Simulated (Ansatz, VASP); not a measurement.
## One calculation of NaF, two programs

The input POSCAR:

```
NaF
1.0
    0.0000000000      2.6717950000      2.3233000000
    1.9748050000      0.0000000000      2.3233000000
    1.9748050000      2.6717950000      0.0000000000
Na F
1 1
Direct
    0.0000000000      0.0000000000      0.0000000000
    0.5000000000      0.5000000000      0.5000000000
```

INCAR.step1

```
SYSTEM = NaF
ALGO = Normal
EDIFF = 1E-4
ENCUT = 520
GGA = PE
ISMEAR = 0
LASPH = .True.
LCHARG = .False.
LREAL = .False.
LWAVE = .True.
NBANDS = 14
NELM = 80
PREC = Accurate
SIGMA = 0.05
```

File INCAR.step2:

```
SYSTEM = NaF
ALGO = Normal
EDIFF = 1E-6
ENCUT = 520
ISIF = 2
ISMEAR = 0
ISTART = 1
LASPH = .True.
LCHARG = .False.
LMIXTAU = .True.
LREAL = .False.
LWAVE = .False.
METAGGA = R2SCAN
NBANDS = 14
NELM = 80
PREC = Accurate
SIGMA = 0.05
```

The input KPOINTS:

```
k-points
0
Gamma
  8 8 8
  0 0 0
```

Input for Ansatz:

```yaml
crystal:
  lattice:
    - [0.0, 2.671795, 2.3233]
    - [1.974805, 0.0, 2.3233]
    - [1.974805, 2.671795, 0.0]
  atoms:
    - { symbol: Na, position: [0.0, 0.0, 0.0] }
    - { symbol: F, position: [0.5, 0.5, 0.5] }
basis:
  ecutwfc: 500
kpoints:
  mp_grid: { grid: [8, 8, 8] }
hamiltonian:
  xc: r2scan
scf:
  occupations: { method: gaussian, width: 0.05 }
output:
  forces: true
  stress: true
  eigenvalues: true
```

Change from the starting cell: strain -0.1500 x Voigt [1, -1, 0, 0, 0, 0], atoms carried along.

Alike in both runs: task single point; functional r2SCAN; k mesh 8 × 8 × 8; occupations gaussian, width 0.05 eV; no spin polarisation.

|  | VASP | Ansatz |
| --- | --- | --- |
| version | VASP 6.6.1 | Ansatz 0.2.0 |
| potentials or method | VASP PAW PBE potentials, release 64 (Na_pv, F), cutoff 520 eV | scalar-relativistic, plane waves, PAW |
| valence electrons in the cell | 14 | 16 |

```csv
,VASP,Ansatz,Ansatz less VASP
gap on the k mesh at the Fermi level (eV),6.93,6.95,+0.021
least direct gap on the mesh (eV),6.93,6.95,+0.021
pressure (GPa),9.5,9.6,+0.12
"traceless stress, the component that is largest in VASP (GPa)",25.42,24.49,-0.931
```

VASP's potentials were made for PBE, not for r2SCAN. VASP's potentials hold 14 valence electrons a cell and Ansatz's 16, so a difference there can come from the potentials and not from the codes.
